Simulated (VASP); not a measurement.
# Cu (Pm-3m) in VASP: notebook, part 2 of 2

VASP 6.6.1. The steps go on from the part before.

## (3) Relaxation of cell and atoms, r2SCAN

Input file POSCAR:

```
Cu
1.0
    2.3701535177      0.0000000000      0.0000000000
    0.0000000000      2.3701535177      0.0000000000
    0.0000000000      0.0000000000      2.3701535177
Cu
1
Direct
    0.0000000000      0.0000000000      0.0000000000
```

Input file INCAR.step1:

```
ALGO = Normal
EDIFF = 1E-4
ENCUT = 600
GGA = PE
ISMEAR = 0
LASPH = T
LCHARG = F
LREAL = F
LWAVE = T
NELM = 60
PREC = Accurate
SIGMA = 0.1
```

Input file INCAR.step2:

```
ALGO = Normal
EDIFF = 1E-6
EDIFFG = -0.01
ENCUT = 600
IBRION = 2
ISIF = 3
ISMEAR = 0
ISTART = 1
LASPH = T
LCHARG = F
LMIXTAU = T
LREAL = F
LWAVE = F
METAGGA = R2SCAN
NELM = 60
NSW = 100
PREC = Accurate
SIGMA = 0.1
```

Input file KPOINTS:

```
k-points
0
Gamma
  24 24 24
```

Potentials or basis: VASP PAW PBE potentials, release 64 (Cu).

On the command line:

```bash
$ cat potpaw_PBE.64/Cu/POTCAR > POTCAR
$ cp INCAR.step1 INCAR
$ mpirun -np 1 vasp_std > vasp.out
$ cp INCAR.step2 INCAR
$ mpirun -np 1 vasp_std > vasp.out
```

OUTCAR:

```text
EDIFF = 1E-6
   EDIFFG = -0.01
   ENCUT = 600
   IBRION = 2
   ISIF = 3
   ISMEAR = 0
   ISTART = 1
   LASPH = T
   LREAL = F
   METAGGA = R2SCAN
   NELM = 60
   NSW = 100
   PREC = Accurate

 ion  position               nearest neighbor table
   1  0.000  0.000  0.000-

  LATTYP: Found a simple cubic cell.
 ALAT       =     2.3701535177

  Lattice vectors:

 A1 = (   2.3701535177,   0.0000000000,   0.0000000000)
 A2 = (   0.0000000000,   2.3701535177,   0.0000000000)
 A3 = (   0.0000000000,   0.0000000000,   2.3701535177)

Analysis of symmetry for initial positions (statically):
=====================================================================
 Subroutine PRICEL returns:
 Original cell was already a primitive cell.

 Routine SETGRP: Setting up the symmetry group for a
 simple cubic supercell.

 Subroutine GETGRP returns: Found 48 space group operations
 (whereof 48 operations were pure point group operations)
 out of a pool of 48 trial point group operations.

The static configuration has the point symmetry O_h .

Analysis of symmetry for dynamics (positions and initial velocities):
=====================================================================
 Subroutine PRICEL returns:
 Original cell was already a primitive cell.

 Routine SETGRP: Setting up the symmetry group for a
 simple cubic supercell.

 Subroutine GETGRP returns: Found 48 space group operations
 (whereof 48 operations were pure point group operations)
 out of a pool of 48 trial point group operations.

The dynamic configuration has the point symmetry O_h .

 Subroutine INISYM returns: Found 48 space group operations
 (whereof 48 operations are pure point group operations),
 and found     1 'primitive' translations

----------------------------------------------------------------------------------------

                                     Primitive cell

  volume of cell :      13.3146

  direct lattice vectors                    reciprocal lattice vectors
     2.370153518  0.000000000  0.000000000     0.421913599  0.000000000  0.000000000
     0.000000000  2.370153518  0.000000000     0.000000000  0.421913599  0.000000000
     0.000000000  0.000000000  2.370153518     0.000000000  0.000000000  0.421913599

  length of vectors
     2.370153518  2.370153518  2.370153518     0.421913599  0.421913599  0.421913599

  position of ions in fractional coordinates (direct lattice)
     0.000000000  0.000000000  0.000000000

  ion indices of the primitive-cell ions
   primitive index   ion index
                 1           1

----------------------------------------------------------------------------------------

 KPOINTS: k-points

Automatic generation of k-mesh.
 Grid dimensions read from file:
 generate k-points for:   24   24   24

 Generating k-lattice:

  Cartesian coordinates                     Fractional coordinates (reciprocal lattice)
     0.017579733  0.000000000  0.000000000     0.041666667  0.000000000  0.000000000
     0.000000000  0.017579733  0.000000000     0.000000000  0.041666667  0.000000000
     0.000000000  0.000000000  0.017579733     0.000000000  0.000000000  0.041666667

  Length of vectors
[... 43 lines left out ...]
   NGX,Y,Z   is equivalent  to a cutoff of  14.03, 14.03, 14.03 a.u.
   NGXF,Y,Z  is equivalent  to a cutoff of  28.06, 28.06, 28.06 a.u.
 SYSTEM =  unknown system
   PREC   = accura    normal or accurate (medium, high low for compatibility)
   ISTART =      1    job   : 0-new  1-cont  2-samecut
   ICHARG =      0    charge: 1-file 2-atom 10-const
   ISPIN  =      1    spin polarized calculation?
   LNONCOLLINEAR =      F non collinear calculations
   LSORBIT =      F    spin-orbit coupling
   LASPH  =      T    aspherical Exc in radial PAW
   ENCUT  =  600.0 eV  44.10 Ry    6.64 a.u.   4.73  4.73  4.73*2*pi/ulx,y,z
   NELM   =     60;   NELMIN=  2; NELMDL=  0     # of ELM steps
   EDIFF  = 0.1E-05   stopping-criterion for ELM
   LREAL  =      F    real-space projection
   EDIFFG = -.1E-01   stopping-criterion for IOM
   NSW    =    100    number of steps for IOM
   IBRION =      2    ionic relax: 0-MD 1-quasi-New 2-CG
   NFREE  =      1    steps in history (QN), initial steepest desc. (CG)
   ISIF   =      3    stress and relaxation
   ISYM   =      2    0-nonsym 1-usesym 2-fastsym
   POTIM  = 0.5000    time-step for ionic-motion
   TEBEG  =    0.0;   TEEND  =   0.0 temperature during run
   PSTRESS=    0.0 pullay stress
   NELECT =      11.0000    total number of electrons
   NUPDOWN=      -1.0000    fix difference up-down
   EMIN   =  10.00;   EMAX   =-10.00  energy-range for DOS
   EFERMI =   0.00;   METHOD = LEGACY
   ISMEAR =     0;   SIGMA  =   0.10  broadening in eV -4-tet -1-fermi 0-gaus
   EFERMI_NEDOS =   21; number of points for ismear=-14 and -15
   IALGO  =     38    algorithm
   IMIX   =      4    mixing-type and parameters
     AMIX     =   0.40;   BMIX     =  1.00
     AMIX_MAG =   1.60;   BMIX_MAG =  1.00
  volume/ion in A,a.u.               =      13.31        89.85
  Fermi-wavevector in a.u.,A,eV,Ry     =   1.536135  2.902873 32.105794  2.359709
  Thomas-Fermi vector in A             =   2.642826
   LORBIT       =      0    0 simple, 1 ext, 2 COOP (PROOUT), +10 PAW based schemes
   METAGGA = R2SCAN    functional components
   LHFCALC =     F    Hartree Fock is set to
   AEXX    =    0.0000 exact exchange contribution
   IVDW    =     0    specifies the selected vdW correction
   LEPSILON=     F    determine dielectric tensor
   LRPA    =     F    only Hartree local field effects (RPA)
 conjugate gradient relaxation of ions
 non-spin polarized calculation
 Gauss-broadening in eV      SIGMA  =   0.10
  energy-cutoff  :      600.00
  volume of cell :       13.31
 maximum number of plane-waves:       466
 NGX is ok and might be reduce to    20
   NGX =  9   NGY =  9   NGZ =  9

--------------------------------------- Ionic step        1  -------------------------------------------

 number of electron      10.9999990 magnetization

 Free energy of the ion-electron system (eV)
  ---------------------------------------------------
  ext. energy  EPLUGINS =         0.00000000
  ---------------------------------------------------
  free energy    TOTEN  =       -10.32777886 eV

  energy without entropy =      -10.32622624  energy(sigma->0) =      -10.32700255

------------------------ aborting loop because EDIFF is reached ----------------------------------------

  FORCE on cell =-STRESS in cart. coord.  units (eV):
  Direction    XX          YY          ZZ          XY          YZ          ZX
  --------------------------------------------------------------------------------------
  -------------------------------------------------------------------------------------
  Total        0.1051542      0.1051542      0.1051542     -0.0000000     -0.0000000     -0.0000000
  in kB       12.6534158     12.6534158     12.6534158     -0.0000000     -0.0000000     -0.0000000
  external PRESSURE =      12.6534158 kB  Pullay stress =       0.0000000 kB
[... 92 lines left out ...]
--------------------------------------- Ionic step        4  -------------------------------------------

 number of electron      10.9999990 magnetization

 Free energy of the ion-electron system (eV)
  ---------------------------------------------------
  ext. energy  EPLUGINS =         0.00000000
  ---------------------------------------------------
  free energy    TOTEN  =       -10.32784317 eV

  energy without entropy =      -10.32629286  energy(sigma->0) =      -10.32706801

 E-fermi :   5.8821     XC(G=0): -12.7605

 val. band max:        5.8760957385   @ k =   0.3333   0.2917   0.2083
 cond. band min:       5.9027156988   @ k =   0.3750   0.2917   0.1250
 fundamental gap:      0.0266199603
 Fermi energy:         5.8821374465

 k-point     1 :       0.0000    0.0000    0.0000
  band No.  band energies     occupation
      1      -2.6214      2.00000
      2       1.7768      2.00000
      3       1.7768      2.00000
      4       4.4421      2.00000
      5       4.4421      2.00000
      6       4.4421      2.00000
      7      24.7071      0.00000
      8      24.7071      0.00000
      9      24.7071      0.00000
[... 265 lines left out ...]
 k-point    24 :       0.4583    0.0417    0.0000
  band No.  band energies     occupation
      1       1.3432      2.00000
      2       2.1393      2.00000
      3       3.4536      2.00000
      4       3.6319      2.00000
      5       4.4415      2.00000
      6       4.4995      2.00000
      7       8.5104      0.00000
      8      29.5579      0.00000
      9      30.9781      0.00000

 [... further k-points ...]

------------------------ aborting loop because EDIFF is reached ----------------------------------------

  FORCE on cell =-STRESS in cart. coord.  units (eV):
  Direction    XX          YY          ZZ          XY          YZ          ZX
  --------------------------------------------------------------------------------------
  -------------------------------------------------------------------------------------
  Total       -0.0041947     -0.0041947     -0.0041947      0.0000000     -0.0000000      0.0000000
  in kB       -0.5034561     -0.5034561     -0.5034561      0.0000000     -0.0000000      0.0000000
  external PRESSURE =      -0.5034561 kB  Pullay stress =       0.0000000 kB
[... 16 lines left out ...]
  FREE ENERGIE OF THE ION-ELECTRON SYSTEM (eV)
  ---------------------------------------------------
  free  energy   TOTEN  =       -10.3278431675 eV

  energy  without entropy=      -10.3262928604  energy(sigma->0) =      -10.32706801

 reached required accuracy - stopping structural energy minimisation
```

Wall time 7.3 min (1 thread of Intel Xeon Platinum 8259CL at 2.50GHz (Skylake/Cascade Lake), shared host); peak memory 0.2 GiB.

Results:

```yaml
Free_energy: -10.3278 eV
Relaxed_volume: 13.35 Å³/atom
Relaxed_cell: a = 2.372 Å, b = 2.372 Å, c = 2.372 Å, α = 90.00°, β = 90.00°, γ = 90.00°
Space_group_after_relaxing_to_0.1_Å: Pm-3m (No. 221)
Energy_gained_by_relaxing: 0.1 meV/atom
Ionic_steps: 4
Pressure_after_relaxing: -0.1 GPa
Band_gap_on_the_k_mesh: zero (an odd number of electrons rules out a gap without spin polarisation)
```

Final structure:
```cif
data_structure
_symmetry_space_group_name_H-M 'P 1'
_symmetry_Int_Tables_number 1
_cell_length_a 2.3722
_cell_length_b 2.3722
_cell_length_c 2.3722
_cell_angle_alpha 90.000
_cell_angle_beta 90.000
_cell_angle_gamma 90.000
_cell_volume 13.35
loop_
_atom_site_label
_atom_site_type_symbol
_atom_site_fract_x
_atom_site_fract_y
_atom_site_fract_z
_atom_site_occupancy
Cu1 Cu 0.00000 0.00000 0.00000 1
```

Caveat: the PAW data sets were made with another functional, which shifts forces and pressure a little.

The gap in the log of VASP goes by the Fermi energy; the results here count the filled bands.